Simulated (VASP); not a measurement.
# Al: single point with PBE+D3(BJ)

The system is Al.

```
CELL_PARAMETERS angstrom
2.93458 0.00000 0.00000
-1.46729 2.54142 0.00000
0.00000 0.00000 9.18260
ATOMIC_POSITIONS crystal
Al 0.00000 0.00000 0.00000
Al 0.33333 0.66667 0.25000
Al 0.00000 0.00000 0.50000
Al 0.66667 0.33333 0.75000
```

This isn't the form of Al at room conditions, which is fcc.

```
Program                : VASP 6.6.1
Task                   : single point
Functional             : PBE
Dispersion             : D3(BJ)
Potentials or basis    : VASP PAW PBE potentials, release 64 (Al)
Cutoff                 : 520 eV
k mesh                 : 18 × 18 × 6
Occupations            : gaussian, width 0.15 eV
Spin                   : no spin polarisation
Dipole correction      : no
Further INCAR settings : ALGO = Fast; EDIFF = 1e-06; NBANDS = 14
```

```
Pressure                   : -5.4 GPa
Band gap on the k mesh     : zero (bands 6 and 7 overlap by 6.02 eV)
Dispersion energy per atom : -0.324 eV
```

Stress tensor (GPa, compression positive):
```
-6.20  0.00  0.00
 0.00 -6.20  0.00
 0.00  0.00 -3.74
```

Levels at points of the mesh, in eV from the Fermi level:
```csv
k point,band 2,band 3,band 4,band 5,band 6,band 7,band 8,band 9,band 10,band 11
"(0.00, 0.00, 0.00)",-9.14,-9.14,-4.22,-3.81,4.15,4.17,9.70,9.70,10.00,10.00
"(0.50, 0.00, 0.00)",-5.19,-3.88,-3.75,-3.42,-3.25,0.89,1.39,1.60,1.85,4.93
"(0.00, 0.00, 0.50)",-10.45,-6.99,-6.99,-0.27,-0.27,9.11,9.11,10.01,10.01,10.01
"(0.50, 0.00, 0.50)",-4.95,-4.76,-4.76,-1.78,-1.78,-1.14,-1.14,4.87,4.87,4.93
```

It took 67 s on 1 thread of Intel(R) Xeon(R) 6975P-C (Granite Rapids) (shared host), peak memory 0.26 GiB.

Caveat: the cell stands under tension.
